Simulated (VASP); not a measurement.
Write the native input for VASP 6.6.1 that does the following.

| Item | Value |
| --- | --- |
| Task | relaxation of cell and atoms |
| Functional | PBE |
| Potentials or basis | VASP PAW PBE potentials, release 64 (N, B, As) |
| Cutoff | 600 eV |
| k mesh | 8 × 4 × 6 |
| Occupations | fermi-dirac, width 0.02 eV |
| Spin | no spin polarisation |
| Dipole correction | no |
| Further INCAR settings | ALGO = Normal; EDIFF = 1e-06; IBRION = 2; EDIFFG = -0.005; NSW = 80; ISIF = 3 |

The structure of B4AsN3 lies in POSCAR:

```
B4AsN3
1.0
    2.6117276134      0.0000000000      0.0000000000
    0.0000000000      5.2234552268      0.0000000000
    0.0000000000      0.0000000000      3.6935406121
N B As
3 4 1
Direct
    0.0000000000      0.2500000000      0.0000000000
    0.5000000000      0.0000000000      0.5000000000
    0.0000000000      0.7500000000      0.0000000000
    0.5000000000      0.2500000000      0.7500000000
    0.0000000000      0.0000000000      0.2500000000
    0.5000000000      0.7500000000      0.7500000000
    0.0000000000      0.5000000000      0.2500000000
    0.5000000000      0.5000000000      0.5000000000
```

The input as run:

INCAR

```
ALGO = Normal
EDIFF = 1E-6
EDIFFG = -0.005
ENCUT = 600
GGA = PE
IBRION = 2
ISIF = 3
ISMEAR = -1
LASPH = T
LCHARG = F
LREAL = F
LWAVE = F
NELM = 100
NSW = 80
PREC = Accurate
SIGMA = 0.02
```

KPOINTS

```
k-points
0
Gamma
  8 4 6
```

Potentials or basis: VASP PAW PBE potentials, release 64 (N, B, As).

Command:

```console
$ cat potpaw_PBE.64/N/POTCAR potpaw_PBE.64/B/POTCAR potpaw_PBE.64/As/POTCAR > POTCAR
$ mpirun -np 1 vasp_std > vasp.out
```

Results of the run:

```yaml
Relaxed_volume: 7.70 Å³/atom
Relaxed_cell: a = 2.775 Å, b = 5.660 Å, c = 3.923 Å, α = 90.00°, β = 90.00°, γ = 90.00°
Space_group_after_relaxing_to_0.1_Å: Pmm2 (No. 25)
Energy_gained_by_relaxing: 1092.7 meV/atom
Ionic_steps: 19
Pressure_after_relaxing: 0.0 GPa
Band_gap_on_the_k_mesh: zero (bands 16 and 17 overlap by 0.25 eV)
```

Caveat: the volume moved by over 15 % at a fixed basis, so the end points are rough; semilocal functionals underestimate gaps, so a narrow gap can read as zero.

Wall time 16 min on 1 thread of Intel Xeon 8259CL (shared host), peak memory 0.24 GiB.
